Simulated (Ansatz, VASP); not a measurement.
# One calculation of Pb3F2, two programs

```
Pb F
1.0
     7.57731    0.00000    0.00000
     0.00000    7.57731    0.00000
     0.00000    0.00000    4.42213
Pb F
6 4
Direct
  0.37140 0.87140 0.50000
  0.12860 0.37140 0.50000
  0.62860 0.12860 0.50000
  0.87140 0.62860 0.50000
  0.00000 0.00000 0.50000
  0.50000 0.50000 0.50000
  0.17340 0.67340 0.00000
  0.32660 0.17340 0.00000
  0.82660 0.32660 0.00000
  0.67340 0.82660 0.00000
```

Alike in both runs: task single point; functional PBE; k mesh 3 × 3 × 4; no spin polarisation.

|  | VASP | Ansatz |
| --- | --- | --- |
| version | VASP 6.6.1 | Ansatz 0.2.0 |
| potentials or method | VASP PAW PBE potentials, release 64 (Pb_d, F), cutoff 520 eV | PAW plane waves |
| occupations | fermi-dirac, width 0.1 eV | fermi-dirac |
| valence electrons in the cell | 112 | 112 |

```tsv
	VASP	Ansatz	Ansatz less VASP
gap on the k mesh at the Fermi level (eV)	none	none	-
pressure (GPa)	1.4	1.6	+0.15
traceless stress, the component that is largest in VASP (GPa)	-7.29	-7.30	-0.015
rms of the force components (eV/Å)	0.673	0.672	-0.0003
```

Atom by atom the forces differ by 0.000 eV/Å (rms over components). A gap of «none» marks a metal or a gap that the smearing closes.

Spin-orbit coupling is off throughout.
